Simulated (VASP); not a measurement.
# LiF (Fm-3m) in VASP: a series of runs

Runs on LiF. Level: PBEsol. Tasks: relaxation of cell and atoms, single point.

Everything below comes from runs of VASP 6.6.1. Logs are shortened: lines on timing, memory, paths and dates and some standing lists are left out, and cuts for length are marked.

## (1) The cell of the first run

Symmetry: Fm-3m, No. 225, cubic system. The conventional cell has a = 4.028 Å, b = 4.028 Å, c = 4.028 Å, α = 90.00°, β = 90.00°, γ = 90.00°. Within 2.7 Å of Li (site symmetry m-3m) lie 6 F at 2.01 Å. F (site symmetry m-3m) has 6 Li at 2.01 Å within 2.7 Å.

## (2) Relaxation of cell and atoms, PBEsol

INCAR

```
ALGO = Normal
EDIFF = 1E-7
EDIFFG = -0.005
ENCUT = 600
GGA = PS
IBRION = 2
ISIF = 3
ISMEAR = 0
LASPH = True
LCHARG = False
LREAL = False
LWAVE = False
NELM = 60
NSW = 100
PREC = Accurate
SIGMA = 0.02
```

KPOINTS

```
k-points
0
Gamma
  10 10 10
```

POSCAR

```
LiF
1.0
    0.0000000000      2.0140000000      2.0140000000
    2.0140000000      0.0000000000      2.0140000000
    2.0140000000      2.0140000000      0.0000000000
Li F
1 1
Direct
    0.0000000000      0.0000000000      0.0000000000
    0.5000000000      0.5000000000      0.5000000000
```

Potentials or basis: VASP PAW PBE potentials, release 64 (Li_sv, F).

Started as:

```sh
$ cat potpaw_PBE.64/Li_sv/POTCAR potpaw_PBE.64/F/POTCAR > POTCAR
$ mpirun -np 1 vasp_std > vasp.out
```

OUTCAR:

```text
EDIFF = 1E-7
   EDIFFG = -0.005
   ENCUT = 600
   GGA = PS
   IBRION = 2
   ISIF = 3
   ISMEAR = 0
   LASPH = True
   LREAL = False
   NELM = 60
   NSW = 100
   PREC = Accurate

 ion  position               nearest neighbor table
   1  0.000  0.000  0.000-   2 2.01   2 2.01   2 2.01   2 2.01   2 2.01   2 2.01
   2  0.500  0.500  0.500-   1 2.01   1 2.01   1 2.01   1 2.01   1 2.01   1 2.01

  LATTYP: Found a face centered cubic cell.
 ALAT       =     4.0280000000

  Lattice vectors:

 A1 = (   0.0000000000,   2.0140000000,   2.0140000000)
 A2 = (   2.0140000000,   0.0000000000,   2.0140000000)
 A3 = (   2.0140000000,   2.0140000000,   0.0000000000)

Analysis of symmetry for initial positions (statically):
=====================================================================
 Subroutine PRICEL returns:
 Original cell was already a primitive cell.

 Routine SETGRP: Setting up the symmetry group for a
 face centered cubic supercell.

 Subroutine GETGRP returns: Found 48 space group operations
 (whereof 48 operations were pure point group operations)
 out of a pool of 48 trial point group operations.

The static configuration has the point symmetry O_h .

Analysis of symmetry for dynamics (positions and initial velocities):
=====================================================================
 Subroutine PRICEL returns:
 Original cell was already a primitive cell.

 Routine SETGRP: Setting up the symmetry group for a
 face centered cubic supercell.

 Subroutine GETGRP returns: Found 48 space group operations
 (whereof 48 operations were pure point group operations)
 out of a pool of 48 trial point group operations.

The dynamic configuration has the point symmetry O_h .

 Subroutine INISYM returns: Found 48 space group operations
 (whereof 48 operations are pure point group operations),
 and found     1 'primitive' translations

----------------------------------------------------------------------------------------

                                     Primitive cell

  volume of cell :      16.3384

  direct lattice vectors                    reciprocal lattice vectors
     0.000000000  2.014000000  2.014000000    -0.248262165  0.248262165  0.248262165
     2.014000000  0.000000000  2.014000000     0.248262165 -0.248262165  0.248262165
     2.014000000  2.014000000  0.000000000     0.248262165  0.248262165 -0.248262165

  length of vectors
     2.848226115  2.848226115  2.848226115     0.430002683  0.430002683  0.430002683

  position of ions in fractional coordinates (direct lattice)
     0.000000000  0.000000000  0.000000000
     0.500000000  0.500000000  0.500000000

  ion indices of the primitive-cell ions
   primitive index   ion index
                 1           1
                 2           2

----------------------------------------------------------------------------------------

 KPOINTS: k-points

Automatic generation of k-mesh.
 Grid dimensions read from file:
 generate k-points for:   10   10   10

 Generating k-lattice:

  Cartesian coordinates                     Fractional coordinates (reciprocal lattice)
    -0.024826216  0.024826216  0.024826216     0.100000000  0.000000000  0.000000000
     0.024826216 -0.024826216  0.024826216     0.000000000  0.100000000  0.000000000
     0.024826216  0.024826216 -0.024826216     0.000000000  0.000000000  0.100000000

  Length of vectors
     0.043000268  0.043000268  0.043000268

  Shift w.r.t. Gamma in fractional coordinates (k-lattice)
     0.000000000  0.000000000  0.000000000

 Subroutine IBZKPT returns following result:
 ===========================================

 Found     47 irreducible k-points:

 Following reciprocal coordinates:
            Coordinates               Weight
  0.000000  0.000000  0.000000      1.000000
  0.100000  0.000000  0.000000      8.000000
  0.200000  0.000000  0.000000      8.000000
  0.300000  0.000000  0.000000      8.000000
  0.400000  0.000000  0.000000      8.000000
  0.500000  0.000000  0.000000      4.000000
[... 16 lines left out ...]
  0.300000  0.300000  0.000000      6.000000
  0.400000  0.300000  0.000000     24.000000
 [... further k-points ...]
   k-points           NKPTS =     47   k-points in BZ     NKDIM =     47   number of bands    NBANDS=      9
   number of dos      NEDOS =    301   number of ions     NIONS =      2
   total plane-waves  NPLWV =  13824
   dimension x,y,z NGX =    24 NGY =   24 NGZ =   24
   dimension x,y,z NGXF=    48 NGYF=   48 NGZF=   48
   ions per type =               1   1
   NGX,Y,Z   is equivalent  to a cutoff of  14.01, 14.01, 14.01 a.u.
   NGXF,Y,Z  is equivalent  to a cutoff of  28.02, 28.02, 28.02 a.u.
 SYSTEM =  unknown system
   PREC   = accura    normal or accurate (medium, high low for compatibility)
   ISTART =      0    job   : 0-new  1-cont  2-samecut
   ICHARG =      2    charge: 1-file 2-atom 10-const
   ISPIN  =      1    spin polarized calculation?
   LNONCOLLINEAR =      F non collinear calculations
   LSORBIT =      F    spin-orbit coupling
   LASPH  =      T    aspherical Exc in radial PAW
   ENCUT  =  600.0 eV  44.10 Ry    6.64 a.u.   5.69  5.69  5.69*2*pi/ulx,y,z
   NELM   =     60;   NELMIN=  2; NELMDL= -5     # of ELM steps
   EDIFF  = 0.1E-06   stopping-criterion for ELM
   LREAL  =      F    real-space projection
   EDIFFG = -.5E-02   stopping-criterion for IOM
   NSW    =    100    number of steps for IOM
   IBRION =      2    ionic relax: 0-MD 1-quasi-New 2-CG
   NFREE  =      1    steps in history (QN), initial steepest desc. (CG)
   ISIF   =      3    stress and relaxation
   ISYM   =      2    0-nonsym 1-usesym 2-fastsym
   POTIM  = 0.5000    time-step for ionic-motion
   TEBEG  =    0.0;   TEEND  =   0.0 temperature during run
   PSTRESS=    0.0 pullay stress
   NELECT =      10.0000    total number of electrons
   NUPDOWN=      -1.0000    fix difference up-down
   EMIN   =  10.00;   EMAX   =-10.00  energy-range for DOS
   EFERMI =   0.00;   METHOD = LEGACY
   ISMEAR =     0;   SIGMA  =   0.02  broadening in eV -4-tet -1-fermi 0-gaus
   EFERMI_NEDOS =   21; number of points for ismear=-14 and -15
   IALGO  =     38    algorithm
   IMIX   =      4    mixing-type and parameters
     AMIX     =   0.40;   BMIX     =  1.00
     AMIX_MAG =   1.60;   BMIX_MAG =  1.00
  volume/ion in A,a.u.               =       8.17        55.13
  Fermi-wavevector in a.u.,A,eV,Ry     =   1.389970  2.626662 26.286674  1.932016
  Thomas-Fermi vector in A             =   2.513950
   LORBIT       =      0    0 simple, 1 ext, 2 COOP (PROOUT), +10 PAW based schemes
   GGA     = PS    functional components
   LHFCALC =     F    Hartree Fock is set to
   AEXX    =    0.0000 exact exchange contribution
   IVDW    =     0    specifies the selected vdW correction
   LEPSILON=     F    determine dielectric tensor
   LRPA    =     F    only Hartree local field effects (RPA)
 conjugate gradient relaxation of ions
 non-spin polarized calculation
 Gauss-broadening in eV      SIGMA  =   0.02
  energy-cutoff  :      600.00
  volume of cell :       16.34
 maximum number of plane-waves:       556
   NGX = 11   NGY = 11   NGZ = 11

--------------------------------------- Ionic step        1  -------------------------------------------

 number of electron      10.0000000 magnetization

 number of electron       9.9999992 magnetization

 Free energy of the ion-electron system (eV)
  ---------------------------------------------------
  ext. energy  EPLUGINS =         0.00000000
  ---------------------------------------------------
  free energy    TOTEN  =        -9.85494540 eV

  energy without entropy =       -9.85494540  energy(sigma->0) =       -9.85494540

------------------------ aborting loop because EDIFF is reached ----------------------------------------

  FORCE on cell =-STRESS in cart. coord.  units (eV):
  Direction    XX          YY          ZZ          XY          YZ          ZX
  --------------------------------------------------------------------------------------
  -------------------------------------------------------------------------------------
  Total       -0.1639024     -0.1639024     -0.1639024      0.0000000     -0.0000000     -0.0000000
  in kB      -16.0726535    -16.0726535    -16.0726535      0.0000000     -0.0000000     -0.0000000
  external PRESSURE =     -16.0726535 kB  Pullay stress =       0.0000000 kB

 VOLUME and BASIS-vectors are now :
 -----------------------------------------------------------------------------
  energy-cutoff  :      600.00
  volume of cell :       16.34
      direct lattice vectors                 reciprocal lattice vectors
     0.000000000  2.014000000  2.014000000    -0.248262165  0.248262165  0.248262165
     2.014000000  0.000000000  2.014000000     0.248262165 -0.248262165  0.248262165
     2.014000000  2.014000000  0.000000000     0.248262165  0.248262165 -0.248262165
[... 37 lines left out ...]
 POSITION                                       TOTAL-FORCE (eV/Angst)
 -----------------------------------------------------------------------------------
      4.01208      2.00604      2.00604         0.000000      0.000000     -0.000000
      2.00604      2.00604      2.00604        -0.000000     -0.000000      0.000000
 -----------------------------------------------------------------------------------
    total drift:                                0.000000     -0.000000      0.000000

  FREE ENERGIE OF THE ION-ELECTRON SYSTEM (eV)
  ---------------------------------------------------
  free  energy   TOTEN  =        -9.8563713328 eV

  energy  without entropy=       -9.8563713328  energy(sigma->0) =       -9.85637133

--------------------------------------- Ionic step        3  -------------------------------------------

 number of electron       9.9999996 magnetization

 Free energy of the ion-electron system (eV)
  ---------------------------------------------------
  ext. energy  EPLUGINS =         0.00000000
  ---------------------------------------------------
  free energy    TOTEN  =        -9.85679436 eV

  energy without entropy =       -9.85679436  energy(sigma->0) =       -9.85679436

 E-fermi :  -0.8461     XC(G=0): -10.3211

 val. band max:       -0.9674710537   @ k =   0.0000   0.0000   0.0000
 cond. band min:       8.1605414802   @ k =   0.0000   0.0000   0.0000
 fundamental gap:      9.1280125339
 Fermi energy:        -0.8461052502

 k-point     1 :       0.0000    0.0000    0.0000
  band No.  band energies     occupation
      1     -41.1204      2.00000
      2     -20.8973      2.00000
      3      -0.9675      2.00000
      4      -0.9675      2.00000
      5      -0.9675      2.00000
      6       8.1605      0.00000
      7      23.1642      0.00000
      8      23.1642      0.00000
      9      23.1642      0.00000

 k-point     2 :       0.1000    0.0000    0.0000
  band No.  band energies     occupation
      1     -41.1137      2.00000
      2     -20.8565      2.00000
      3      -1.2685      2.00000
      4      -0.9917      2.00000
      5      -0.9917      2.00000
      6       8.4533      0.00000
      7      20.3308      0.00000
      8      21.8440      0.00000
      9      21.8440      0.00000
[... 253 lines left out ...]
 k-point    24 :       0.4000    0.3000    0.0000
  band No.  band energies     occupation
      1     -41.0480      2.00000
      2     -20.3352      2.00000
      3      -3.4038      2.00000
      4      -1.8858      2.00000
      5      -1.7676      2.00000
      6      12.1649      0.00000
      7      15.7143      0.00000
      8      17.6873      0.00000
      9      19.2954      0.00000

 [... further k-points ...]
[... 5 lines left out ...]
  --------------------------------------------------------------------------------------
  -------------------------------------------------------------------------------------
  Total        0.0068437      0.0068437      0.0068437      0.0000000      0.0000000      0.0000000
  in kB        0.6871500      0.6871500      0.6871500      0.0000000      0.0000000      0.0000000
  external PRESSURE =       0.6871500 kB  Pullay stress =       0.0000000 kB

 VOLUME and BASIS-vectors are now :
 -----------------------------------------------------------------------------
  energy-cutoff  :      600.00
  volume of cell :       15.96
      direct lattice vectors                 reciprocal lattice vectors
     0.000000000  1.998202186  1.998202186    -0.250224929  0.250224929  0.250224929
     1.998202186  0.000000000  1.998202186     0.250224929 -0.250224929  0.250224929
     1.998202186  1.998202186 -0.000000000     0.250224929  0.250224929 -0.250224929

 POSITION                                       TOTAL-FORCE (eV/Angst)
 -----------------------------------------------------------------------------------
      0.00000      0.00000      0.00000         0.000000      0.000000     -0.000000
      1.99820      1.99820      1.99820        -0.000000     -0.000000      0.000000
 -----------------------------------------------------------------------------------
    total drift:                               -0.000000     -0.000000      0.000000

  FREE ENERGIE OF THE ION-ELECTRON SYSTEM (eV)
  ---------------------------------------------------
  free  energy   TOTEN  =        -9.8567943635 eV

  energy  without entropy=       -9.8567943635  energy(sigma->0) =       -9.85679436

 reached required accuracy - stopping structural energy minimisation
```

Wall time 6.7 s (1 thread of Intel Xeon 6975P-C (Granite Rapids), shared host); peak memory 0.13 GiB.

Results:

| Quantity | Value |
| --- | --- |
| Free energy | -9.8568 eV |
| Relaxed volume | 7.98 Å³/atom |
| Relaxed cell | a = 2.826 Å, b = 2.826 Å, c = 2.826 Å, α = 60.00°, β = 60.00°, γ = 60.00° |
| Space group after relaxing (to 0.05 Å) | Fm-3m (No. 225) |
| Energy gained by relaxing | 0.9 meV/atom |
| Ionic steps | 3 |
| Pressure after relaxing | 0.1 GPa |
| Band gap on the k mesh | 9.13 eV, direct |

Step by step:
| step | energy change (eV) | largest force (eV/Å) | pressure (GPa) | volume (Å³) |
| --- | --- | --- | --- | --- |
| 1 | 0.0000 | 0.0000 | -1.61 | 16.34 |
| 2 | -0.0014 | 0.0000 | -0.77 | 16.15 |
| 3 | -0.0018 | 0.0000 | 0.07 | 15.96 |

Final structure:
```
Li F
1.0
     0.00000    1.99820    1.99820
     1.99820    0.00000    1.99820
     1.99820    1.99820    0.00000
Li F
1 1
Cartesian
  0.0000 0.0000 0.0000
  1.9982 1.9982 1.9982
```

Levels at points of the mesh, in eV from the valence-band top:
```tsv
k point	band 2	band 3	band 4	band 5	band 6	band 7	band 8	band 9
(0.00, 0.00, 0.00)	-19.93	0.00	0.00	0.00	9.13	24.13	24.13	24.13
(0.50, 0.00, 0.00)	-19.47	-2.63	-0.24	-0.24	10.70	16.83	18.93	18.93
(0.50, 0.50, 0.00)	-19.18	-3.17	-1.05	-1.05	14.85	16.30	17.62	20.36
```

Caveat: the cutoff is under 1.25 times the usual one of these potentials, so pressure, stress and relaxed cells hold a basis-set (Pulay) error; the PAW data sets were made with another functional, which shifts forces and pressure a little. PBEsol gaps usually lie below the measured ones, often by a third to a half.

## (3) Single point, PBEsol

This run uses another cell than the first one, of 8.05 Å³/atom, 0.985 times its volume.

INCAR

```
ALGO = Normal
EDIFF = 1E-6
ENCUT = 520
GGA = PS
ISIF = 2
ISMEAR = 0
LASPH = True
LCHARG = False
LREAL = False
LWAVE = False
NBANDS = 12
NELM = 80
PREC = Accurate
SIGMA = 0.02
```

KPOINTS is that of step 2.

POSCAR

```
LiF
1.0
    0.0000000000      2.0039477622      2.0039477622
    2.0039477622      0.0000000000      2.0039477622
    2.0039477622      2.0039477622      0.0000000000
Li F
1 1
Direct
    0.0000000000      0.0000000000      0.0000000000
    0.5000000000      0.5000000000      0.5000000000
```

Potentials or basis: VASP PAW PBE potentials, release 64 (Li_sv, F).

Started as:

```sh
$ cat potpaw_PBE.64/Li_sv/POTCAR potpaw_PBE.64/F/POTCAR > POTCAR
$ mpirun -np 1 vasp_std > vasp.out
```

It took 16 s on 1 thread of AMD EPYC 7R13, shared host; peak memory 0.1 GiB.

The run converged. Its results:

```
Free energy            : -9.8523 eV
Band gap on the k mesh : 9.06 eV, direct
```

Levels at points of the mesh, in eV from the valence-band top:
```csv
k point,band 1,band 2,band 3,band 4,band 5,band 6,band 7,band 8,band 9,band 10
"(0.00, 0.00, 0.00)",-40.18,-19.90,0.00,0.00,0.00,9.06,24.02,24.02,24.02,24.26
"(0.50, 0.00, 0.00)",-40.11,-19.45,-2.60,-0.24,-0.24,10.65,16.73,18.86,18.86,30.46
"(0.50, 0.50, 0.00)",-40.09,-19.17,-3.13,-1.04,-1.04,14.77,16.26,17.51,20.26,20.26
```

Caveat: the cutoff is under 1.25 times the usual one of these potentials, so pressure, stress and relaxed cells hold a basis-set (Pulay) error; the PAW data sets were made with another functional, which shifts forces and pressure a little. A k mesh can miss the band edges.
